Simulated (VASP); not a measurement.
Set up this calculation in VASP 6.6.1, as the native input.

| Item | Value |
| --- | --- |
| Task | single point |
| Functional | PBE |
| Potentials or basis | VASP PAW PBE potentials, release 64 (Mg, O, Ca_sv) |
| Cutoff | 520 eV |
| k mesh | 10 × 10 × 10 |
| Occupations | fermi-dirac, width 0.02 eV |
| Spin | no spin polarisation |
| Dipole correction | no |
| Further INCAR settings | ALGO = Normal; EDIFF = 1e-07; NBANDS = 29 |

The structure of Ca2MgO3 lies in POSCAR:

```
Ca2MgO3
1.0
   -1.6634926164      1.6634926164      6.9411333075
    1.6634926164     -1.6634926164      6.9411333075
    1.6634926164      1.6634926164     -6.9411333075
Mg O Ca
1 3 2
Direct
    0.0000000000      0.0000000000      0.0000000000
    0.8431363878      0.8431363878      0.0000000000
    0.1568636122      0.1568636122      0.0000000000
    0.5000000000      0.5000000000      0.0000000000
    0.3380505498      0.3380505498      0.0000000000
    0.6619494502      0.6619494502      0.0000000000
```

The input as run:

INCAR

```
ALGO     = Normal         # electronic algorithm
EDIFF    = 1E-7           # SCF threshold, eV
ENCUT    = 520            # plane-wave cutoff, eV
GGA      = PE             # functional
ISIF     = 2              # what is computed and relaxed
ISMEAR   = -1             # smearing method
LASPH    = T              # aspherical terms in the spheres
LCHARG   = T              # write CHGCAR
LELF     = T              # ELF
LREAL    = F              # projectors in reciprocal space
LVHAR    = T            
LWAVE    = F              # write WAVECAR
NBANDS   = 29             # bands
NELM     = 80             # most SCF steps
PREC     = Accurate       # precision mode
SIGMA    = 0.02           # smearing width, eV
```

KPOINTS

```
k-points
0
Gamma
  10 10 10
```

Potentials or basis: VASP PAW PBE potentials, release 64 (Mg, O, Ca_sv).

The run is started by

```sh
$ cat potpaw_PBE.64/Mg/POTCAR potpaw_PBE.64/O/POTCAR potpaw_PBE.64/Ca_sv/POTCAR > POTCAR
$ mpirun -np 1 vasp_std > vasp.out
```

It gave:

```
Pressure               : 0.4 GPa
Largest force          : 0.033 eV/Å
Band gap on the k mesh : 3.74 eV
```

It took 37 min on 1 thread of Oxide Virtual Turin-like Processor, on a shared host, peak memory 0.52 GiB.
